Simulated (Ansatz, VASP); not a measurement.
One calculation of HfSi2O6, two programs

File INCAR:

```
SYSTEM = HfSi2O6
  PREC = Accurate
  ENCUT = 600
  EDIFF = 1E-6
  ISMEAR = 0
  SIGMA = 0.02
  LREAL = .False.
  LASPH = .True.
  NELM = 80
  ALGO = Normal
  ISIF = 3
  LWAVE = .False.
  LCHARG = .False.
  GGA = PE
  IBRION = 2
  NSW = 100
  EDIFFG = -0.01
```

KPOINTS

```
regular mesh
0
Gamma
  12 12 4
  0 0 0
```

File POSCAR:

```
HfSi2O6
1.0
    3.5642213159      0.0000000000      0.0000000000
   -1.7821106580      3.0867062043      0.0000000000
    0.0000000000      0.0000000000      7.4737738311
Hf Si O
1 2 6
Direct
    0.0000000000      0.0000000000      0.5000000000
    0.3333333333      0.6666666667      0.1490542067
    0.6666666667      0.3333333333      0.8509457933
    0.0000000000      0.0000000000      0.2161810008
    0.6666666667      0.3333333333      0.6070691574
    0.3333333333      0.6666666667      0.9189701655
    0.3333333333      0.6666666667      0.3929308426
    0.0000000000      0.0000000000      0.7838189992
    0.6666666667      0.3333333333      0.0810298345
```

Input for Ansatz:

```yaml
crystal:
  lattice:
    - [3.5642213159, 0.0, 0.0]
    - [-1.782110658, 3.0867062043, 0.0]
    - [0.0, 0.0, 7.4737738311]
  atoms:
    - { symbol: Hf, position: [0.0, 0.0, 0.5] }
    - { symbol: Si, position: [0.3333333333, 0.6666666667, 0.1490542067] }
    - { symbol: Si, position: [0.6666666667, 0.3333333333, 0.8509457933] }
    - { symbol: O, position: [0.0, 0.0, 0.2161810008] }
    - { symbol: O, position: [0.6666666667, 0.3333333333, 0.6070691574] }
    - { symbol: O, position: [0.3333333333, 0.6666666667, 0.9189701655] }
    - { symbol: O, position: [0.3333333333, 0.6666666667, 0.3929308426] }
    - { symbol: O, position: [0.0, 0.0, 0.7838189992] }
    - { symbol: O, position: [0.6666666667, 0.3333333333, 0.0810298345] }
basis:
  ecutwfc: 420
kpoints:
  mp_grid: { grid: [12, 12, 4] }
hamiltonian:
  xc: pbe
scf:
  occupations: { method: gaussian, width: 0.02 }
output:
  forces: true
  stress: true
  eigenvalues: true
relax:
  adjacent_minimum: "off"
  f_tol: 0.01
  max_steps: 80
  cell: { stress_tol: 0.05 }
```

Alike in both runs: task relaxation of cell and atoms; functional PBE; k mesh 12 × 12 × 4; occupations gaussian, width 0.02 eV; no spin polarisation.

|  | VASP | Ansatz |
| --- | --- | --- |
| version | VASP 6.6.1 | Ansatz 0.2.0 |
| potentials or method | VASP PAW PBE potentials, release 64 (Hf_pv, Si, O), cutoff 600 eV | scalar-relativistic, plane waves, PAW |
| valence electrons in the cell | 54 | 70 |

```csv
,VASP,Ansatz,Ansatz less VASP
"gap on the k mesh at the Fermi level, each at its own relaxed structure (eV)",1.89,1.90,+0.010
relaxed volume (Å³/atom),9.07,9.14,+0.066
relaxed length of the cell vector where the two differ most in proportion (Å),3.549,3.565,+0.0161
```

VASP's potentials hold 54 valence electrons a cell and Ansatz's 70, so a difference there can come from the potentials and not from the codes.

Neither program's run includes spin-orbit coupling.
